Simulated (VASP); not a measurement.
Here is a VASP 6.6.1 calculation.

The input INCAR:

```
PREC = Accurate ; ENCUT = 520
EDIFF = 1E-7 ; ISMEAR = 0
SIGMA = 0.15 ; LREAL = False
LASPH = True ; NELM = 60
ALGO = Fast ; ISIF = 2
LWAVE = False ; LCHARG = False
GGA = PS ; NBANDS = 14
```

KPOINTS

```
Automatic mesh
0
Gamma
  22 22 22
```

POSCAR

```
Al
1.0
   -2.8500701807      0.0000000000      0.0000000000
    0.0000000000      4.9364663581      0.0000000000
    1.4250350903     -2.4682331791     -4.6373162797
Al
4
Direct
    0.1250000000      0.7916666667      0.2500000000
    0.6250000000      0.2916666667      0.2500000000
    0.8486848585      0.2083333333      0.7500000000
    0.4013151415      0.7083333333      0.7500000000
```

Potentials or basis: VASP PAW PBE potentials, release 64 (Al).

Launch:

```sh
$ cat potpaw_PBE.64/Al/POTCAR > POTCAR
$ mpirun -np 1 vasp_std > vasp.out
```

Question: What does it give for the band gap on the k mesh?

Answer: Zero (bands 6 and 7 overlap by 6.03 eV).

Question: Predict the pressure.

Answer: 0.2 GPa.

Question: Estimate the largest force.

Answer: 0.214 eV/Å.

Forces in eV/Å, atoms in the order of the input:
```
Al   0.000 -0.009  0.000
Al   0.000 -0.009  0.000
Al  -0.214  0.009  0.000
Al   0.214  0.009  0.000
```

Caveat: the cell differs from its parent crystal (atoms displaced along a vibrational mode); the PAW data sets were made with another functional, which shifts forces and pressure a little.
